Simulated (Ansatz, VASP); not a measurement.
# Two plane-wave programs on SiC

INCAR

```
PREC = Accurate
ENCUT = 520
EDIFF = 1E-6
ISMEAR = 0
SIGMA = 0.05
LREAL = F
LASPH = T
NELM = 60
ALGO = Normal
ISIF = 2
LWAVE = F
LCHARG = T
GGA = PE
LELF = T
LVHAR = T
NBANDS = 36
```

File KPOINTS:

```
regular mesh
0
Gamma
  12 12 2
```

Contents of POSCAR:

```
SiC
1.0
    3.0949375958      0.0000000000      0.0000000000
   -1.5474687979      2.6802945811      0.0000000000
    0.0000000000      0.0000000000     15.1863169775
Si C
6 6
Direct
    0.0000000000      0.0000000000      0.1250424503
    0.0000000000      0.0000000000      0.6250374675
    0.3333333333      0.6666666667      0.2919122018
    0.6666666667      0.3333333333      0.7917223860
    0.3333333333      0.6666666667      0.9583927143
    0.6666666667      0.3333333333      0.4582264355
    0.0000000000      0.0000000000      0.9957901969
    0.0000000000      0.0000000000      0.5035866889
    0.3333333333      0.6666666667      0.1704670362
    0.6666666667      0.3333333333      0.6631920368
    0.3333333333      0.6666666667      0.8370720018
    0.6666666667      0.3333333333      0.3295583838
```

Input for Ansatz:

```yaml
crystal:
  lattice:
    - [3.0949375958, 0.0, 0.0]
    - [-1.5474687979, 2.6802945811, 0.0]
    - [0.0, 0.0, 15.1863169775]
  atoms:
    - { symbol: Si, position: [0.0, 0.0, 0.1250424503] }
    - { symbol: Si, position: [0.0, 0.0, 0.6250374675] }
    - { symbol: Si, position: [0.3333333333, 0.6666666667, 0.2919122018] }
    - { symbol: Si, position: [0.6666666667, 0.3333333333, 0.791722386] }
    - { symbol: Si, position: [0.3333333333, 0.6666666667, 0.9583927143] }
    - { symbol: Si, position: [0.6666666667, 0.3333333333, 0.4582264355] }
    - { symbol: C, position: [0.0, 0.0, 0.9957901969] }
    - { symbol: C, position: [0.0, 0.0, 0.5035866889] }
    - { symbol: C, position: [0.3333333333, 0.6666666667, 0.1704670362] }
    - { symbol: C, position: [0.6666666667, 0.3333333333, 0.6631920368] }
    - { symbol: C, position: [0.3333333333, 0.6666666667, 0.8370720018] }
    - { symbol: C, position: [0.6666666667, 0.3333333333, 0.3295583838] }
basis:
  ecutwfc: 520.0
kpoints:
  mp_grid: { grid: [12, 12, 2] }
hamiltonian:
  xc: pbe
  pseudopotentials: { kind: paw, azcp: { folder: soft_1 } }
scf:
  occupations: { method: gaussian, width: 0.05 }
output:
  forces: true
  stress: true
  eigenvalues: true
```

Change from the starting cell: mode 32 frozen in at -0.059 Å, equal normal strain along x, y and z +0.0000.

Alike in both runs: task single point; functional PBE; k mesh 12 × 12 × 2; occupations gaussian, width 0.05 eV; no spin polarisation.

|  | VASP | Ansatz |
| --- | --- | --- |
| version | VASP 6.6.1 | Ansatz 0.2.0 |
| potentials or method | VASP PAW PBE potentials, release 64 (Si, C), cutoff 520 eV | scalar-relativistic, plane waves, PAW |
| valence electrons in the cell | 48 | 48 |

|  | VASP | Ansatz | Ansatz less VASP |
| --- | --- | --- | --- |
| gap on the k mesh at the Fermi level (eV) | 1.98 | 1.98 | +0.003 |
| least direct gap on the mesh (eV) | 3.08 | 3.08 | +0.005 |
| pressure (GPa) | 0.6 | 0.6 | +0.04 |
| traceless stress, the component that is largest in VASP (GPa) | 0.58 | 0.58 | -0.001 |
| rms of the force components (eV/Å) | 0.688 | 0.689 | +0.0005 |

Atom by atom the forces differ by 0.002 eV/Å (rms over components). With one functional, cell and mesh, what is left measures potentials, basis and numerics.
